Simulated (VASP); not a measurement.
Write the native input for VASP 6.6.1 that does the following.

- Task: single point
- Functional: PBE
- Potentials or basis: VASP PAW PBE potentials, release 64 (Zr_sv, B)
- Cutoff: 520 eV
- k mesh: 10 × 10 × 8
- Occupations: fermi-dirac, width 0.15 eV
- Spin: no spin polarisation
- Dipole correction: no
- Further INCAR settings: ALGO = Normal; EDIFF = 1e-06; NBANDS = 16

The structure of ZrB2 lies in POSCAR:

```
ZrB2
1.0
    3.1162608048      0.0000000000      0.0000000000
   -1.5581304024      2.6987614838      0.0000000000
    0.0000000000      0.0000000000      3.4731070736
Zr B
1 2
Direct
    0.0000000000      0.0000000000      0.0000000000
    0.3333333333      0.6666666667      0.5000000000
    0.6666666667      0.3333333333      0.5000000000
```

These files were run (other wordings do the same):

INCAR

```
SYSTEM = ZrB2
  PREC = Accurate
  ENCUT = 520
  EDIFF = 1E-6
  ISMEAR = -1
  SIGMA = 0.15
  LREAL = .FALSE.
  LASPH = .TRUE.
  NELM = 100
  ALGO = Normal
  ISIF = 2
  LWAVE = .FALSE.
  LCHARG = .TRUE.
  GGA = PE
  LELF = .TRUE.
  LVHAR = .TRUE.
  NBANDS = 16
```

KPOINTS

```
Automatic mesh
0
G
  10 10 8
  0 0 0
```

Potentials or basis: VASP PAW PBE potentials, release 64 (Zr_sv, B).

The run is started by

```sh
$ cat potpaw_PBE.64/Zr_sv/POTCAR potpaw_PBE.64/B/POTCAR > POTCAR
$ mpirun -np 1 vasp_std > vasp.out
```

It gave:

- Pressure: 14.7 GPa
- Band gap on the k mesh: zero (bands 9 and 10 overlap by 0.86 eV)

Caveat: the cell stands under pressure.

It took 10 s on 1 thread of Intel(R) Xeon(R) 6975P-C (Granite Rapids), on a shared host, peak memory 0.16 GiB.
